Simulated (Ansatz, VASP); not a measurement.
**SnSe in VASP and in Ansatz**

```
CELL_PARAMETERS angstrom
0.00000 3.01000 3.01000
3.01000 0.00000 3.01000
3.01000 3.01000 0.00000
ATOMIC_POSITIONS crystal
Sn 0.00000 0.00000 0.00000
Se 0.50000 0.50000 0.50000
```

Alike in both runs: task relaxation of cell and atoms; functional revPBE; dispersion D4; k mesh 8 × 8 × 8; occupations fermi-dirac, width 0.05 eV; no spin polarisation.

```csv
,VASP,Ansatz
version,VASP 6.6.1,Ansatz 0.2.0
potentials or method,"VASP PAW PBE potentials, release 64 (Sn_d, Se)",Ansatz PAW
plane-wave cutoff (eV),600,420
valence electrons in the cell,20,30
```

```tsv
	VASP	Ansatz	Ansatz less VASP
gap on the k mesh at the Fermi level, each at its own relaxed structure (eV)	0.70	0.70	+0.001
relaxed volume (Å³/atom)	26.41	26.40	-0.011
relaxed cell length with the largest relative difference (Å)	4.211	4.211	-0.0006
```

VASP's potentials were made for PBE, not for revPBE. VASP's potentials hold 20 valence electrons a cell and Ansatz's 30, so a difference there can come from the potentials and not from the codes.

Noted on Ansatz's run: the plane-wave basis is chosen anew once the cell has moved, so the energies of steps on either side of that aren't comparable.
